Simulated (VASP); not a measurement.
Here is a VASP 6.6.1 calculation.

Contents of INCAR:

```
SYSTEM = CuO
PREC = Accurate
ENCUT = 520
EDIFF = 1E-6
ISMEAR = 0
SIGMA = 0.1
LREAL = .FALSE.
LASPH = .TRUE.
NELM = 150
ALGO = Normal
ISIF = 2
LWAVE = .FALSE.
LCHARG = .FALSE.
ISPIN = 2
MAGMOM = 1 0
LORBIT = 11
LMAXMIX = 4
GGA = PE
NBANDS = 20
```

The input KPOINTS:

```
Automatic mesh
0
G
  6 6 6
  0 0 0
```

File POSCAR:

```
CuO
1.0
    0.0000000000      2.1165600000      2.1165600000
    2.1165600000      0.0000000000      2.1165600000
    2.1165600000      2.1165600000      0.0000000000
Cu O
1 1
Direct
    0.0000000000      0.0000000000      0.0000000000
    0.5000000000      0.5000000000      0.5000000000
```

Potentials or basis: VASP PAW PBE potentials, release 64 (Cu, O).

Launch:

```sh
$ cat potpaw_PBE.64/Cu/POTCAR potpaw_PBE.64/O/POTCAR > POTCAR
$ mpirun -np 1 vasp_std > vasp.out
```

**Question.** What does it give for the pressure?

**Answer.** 2.5 GPa.

**Question.** Predict the net moment.

**Answer.** 0.65 μB per cell.

**Question.** Estimate the site moments.

**Answer.** Cu +0.41; O +0.21 μB.

Caveat: the k points lie up to 0.43 Å⁻¹ apart; a cell with one magnetic atom can't hold antiferromagnetic order, which such compounds often take.
